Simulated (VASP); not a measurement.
# ZrSnTe4 (F-43m) in VASP: further runs, part 2 of 2

VASP 6.6.1.

### 4 Relaxation of cell and atoms, PBE

Contents of INCAR:

```
PREC = Accurate ; ENCUT = 600
EDIFF = 1E-7 ; ISMEAR = 0
SIGMA = 0.1 ; LREAL = F
LASPH = T ; NELM = 60
ALGO = Normal ; ISIF = 3
LWAVE = F ; LCHARG = F
GGA = PE ; IBRION = 2
NSW = 100 ; EDIFFG = -0.01
```

Contents of KPOINTS:

```
regular mesh
0
Gamma
  8 8 8
```

Contents of POSCAR:

```
ZrSnTe4
1.0
    0.0000000000      4.4002995000      4.4002995000
    4.4002995000      0.0000000000      4.4002995000
    4.4002995000      4.4002995000      0.0000000000
Zr Sn Te
1 1 4
Direct
    0.2500000000      0.2500000000      0.2500000000
    0.0000000000      0.0000000000      0.0000000000
    0.6253180000      0.6253180000      0.6253180000
    0.6253180000      0.6253180000      0.1240460000
    0.6253180000      0.1240460000      0.6253180000
    0.1240460000      0.6253180000      0.6253180000
```

Potentials or basis: VASP PAW PBE potentials, release 64 (Zr_sv, Sn_d, Te).

Launch:

```sh
$ cat potpaw_PBE.64/Zr_sv/POTCAR potpaw_PBE.64/Sn_d/POTCAR potpaw_PBE.64/Te/POTCAR > POTCAR
$ mpirun -np 1 vasp_std > vasp.out
```

OUTCAR:

```text
PREC = Accurate
   ENCUT = 600
   EDIFF = 1E-7
   ISMEAR = 0
   LREAL = F
   LASPH = T
   NELM = 60
   ISIF = 3
   GGA = PE
   IBRION = 2
   NSW = 100
   EDIFFG = -0.01

 ion  position               nearest neighbor table
   1  0.250  0.250  0.250-   4 3.65   5 3.65   6 3.65   3 3.65   5 3.65   6 3.65   3 3.65   4 3.65
                             6 3.65   3 3.65   4 3.65   5 3.65   2 3.81   2 3.81   2 3.81   2 3.81
   2  0.000  0.000  0.000-   5 3.65   6 3.65   3 3.65   4 3.65   4 3.65   4 3.65   3 3.65   5 3.65
                             6 3.65   3 3.65   5 3.65   6 3.65   1 3.81   1 3.81   1 3.81   1 3.81
   3  0.625  0.625  0.625-   4 3.10   5 3.10   6 3.10   4 3.12   5 3.12   6 3.12   2 3.65   2 3.65
                             2 3.65   1 3.65   1 3.65   1 3.65
   4  0.625  0.625  0.124-   3 3.10   5 3.10   6 3.10   3 3.12   5 3.12   6 3.12   2 3.65   2 3.65
                             2 3.65   1 3.65   1 3.65   1 3.65
   5  0.625  0.124  0.625-   3 3.10   4 3.10   6 3.10   4 3.12   3 3.12   6 3.12   2 3.65   2 3.65
                             2 3.65   1 3.65   1 3.65   1 3.65
[... 286 lines left out ...]
  band No.  band energies     occupation
      1     -42.5214      2.00000
      2     -20.4631      2.00000
      3     -20.4631      2.00000
      4     -20.4631      2.00000
      5     -13.5268      2.00000
      6     -13.5268      2.00000
[... 822 lines left out ...]
--------------------------------------- Ionic step        4  -------------------------------------------

 number of electron      50.0000004 magnetization

 Free energy of the ion-electron system (eV)
  ---------------------------------------------------
  ext. energy  EPLUGINS =         0.00000000
  ---------------------------------------------------
  free energy    TOTEN  =       -21.79434801 eV

  energy without entropy =      -21.75991144  energy(sigma->0) =      -21.77712973

 E-fermi :   8.0876     XC(G=0): -10.0104

 val. band max:        8.0869877268   @ k =   0.3750   0.2500   0.0000
 cond. band min:       8.1029242592   @ k =   0.5000   0.2500   0.0000
 fundamental gap:      0.0159365324
 Fermi energy:         8.0876445776

 k-point     1 :       0.0000    0.0000    0.0000
  band No.  band energies     occupation
      1     -42.4854      2.00000
      2     -20.4275      2.00000
      3     -20.4275      2.00000
      4     -20.4275      2.00000
      5     -13.4942      2.00000
      6     -13.4942      2.00000
[... 816 lines left out ...]
  FREE ENERGIE OF THE ION-ELECTRON SYSTEM (eV)
  ---------------------------------------------------
  free  energy   TOTEN  =       -21.7943480143 eV

  energy  without entropy=      -21.7599114424  energy(sigma->0) =      -21.77712973

 reached required accuracy - stopping structural energy minimisation
```

CONTCAR:

```text
ZrSnTe4
   1.00000000000000
     0.0000000000000000    4.4243102566062795    4.4243102566062795
     4.4243102566062795   -0.0000000000000000    4.4243102566062795
     4.4243102566062795    4.4243102566062795   -0.0000000000000000
  Zr              Sn              Te
     1     1     4
Direct
     0.2500000000000000    0.2500000000000000    0.2500000000000000
     0.0000000000000000    0.0000000000000000    0.0000000000000000
     0.6244125118338335    0.6244125118338335    0.6244125118338335
     0.6244125118338335    0.6244125118338335    0.1267624644984995
     0.6244125118338335    0.1267624644984995    0.6244125118338335
     0.1267624644984995    0.6244125118338335    0.6244125118338335

  0.00000000E+00  0.00000000E+00  0.00000000E+00
  0.00000000E+00  0.00000000E+00  0.00000000E+00
  0.00000000E+00  0.00000000E+00  0.00000000E+00
  0.00000000E+00  0.00000000E+00  0.00000000E+00
  0.00000000E+00  0.00000000E+00  0.00000000E+00
  0.00000000E+00  0.00000000E+00  0.00000000E+00
```

Wall time 6.4 min (1 thread of Intel Xeon 6975P-C (Granite Rapids), shared host); peak memory 0.49 GiB.

Results:

```
Free energy                           : -21.7943 eV
Relaxed volume                        : 28.87 Å³/atom
Relaxed cell                          : a = 6.257 Å, b = 6.257 Å, c = 6.257 Å, α = 60.00°, β = 60.00°, γ = 60.00°
Space group after relaxing (to 0.1 Å) : F-43m (No. 216)
Energy gained by relaxing             : 2.4 meV/atom
Ionic steps                           : 4
Pressure after relaxing               : 0.0 GPa
Largest force after relaxing          : 0.003 eV/Å
Band gap on the k mesh                : zero (bands 25 and 26 overlap by 1.32 eV)
```

Forces on the atoms (eV/Å):
```
Zr   0.000  0.000  0.000
Sn   0.000  0.000  0.000
Te  -0.002 -0.002 -0.002
Te   0.002  0.002 -0.002
Te   0.002 -0.002  0.002
Te  -0.002  0.002  0.002
```

The path:
| step | energy change (eV) | largest force (eV/Å) | pressure (GPa) | volume (Å³) |
| --- | --- | --- | --- | --- |
| 1 | 0.0000 | 0.2566 | 0.89 | 170.40 |
| 2 | -0.0133 | 0.0307 | -0.34 | 174.34 |
| 3 | -0.0140 | 0.0677 | -0.13 | 173.64 |
| 4 | -0.0147 | 0.0032 | 0.00 | 173.21 |

Final structure:
```yaml
crystal:
  lattice:
    - [0.00000, 4.42431, 4.42431]
    - [4.42431, 0.00000, 4.42431]
    - [4.42431, 4.42431, 0.00000]
  atoms:
    - { symbol: Zr, position: [0.25000, 0.25000, 0.25000] }
    - { symbol: Sn, position: [0.00000, 0.00000, 0.00000] }
    - { symbol: Te, position: [0.62441, 0.62441, 0.62441] }
    - { symbol: Te, position: [0.62441, 0.62441, 0.12676] }
    - { symbol: Te, position: [0.62441, 0.12676, 0.62441] }
    - { symbol: Te, position: [0.12676, 0.62441, 0.62441] }
```

Caveat: spin-orbit coupling is left out, which moves the levels of the heavy elements.

### 5 Summary

```tsv
task	cell	k mesh	cutoff (eV)	gap on the mesh (eV)	pressure (GPa)
single point	a = 6.223 Å, angles 60.0°, 6 atoms, atomic positions A	4 × 4 × 4	520	none	1.6
single point	a = 6.259 Å, angles 60.0°, 6 atoms, atomic positions B	8 × 8 × 8	520	none	-0.1
relaxation of cell and atoms	relaxed from a = 6.223 Å, angles 60.0°, 6 atoms, atomic positions A	8 × 8 × 8	600	none	0.0
```

Alike in all rows: level PBE; potentials or basis VASP PAW PBE potentials, release 64 (Zr_sv, Sn_d, Te); no spin polarisation; smearing gaussian 0.1 eV.

Caveats: spin-orbit coupling is left out, which moves the levels of the heavy elements.

Absolute energies hang on the potentials; compare differences alone.

The gap in the log of VASP goes by the Fermi energy; the results here count the filled bands.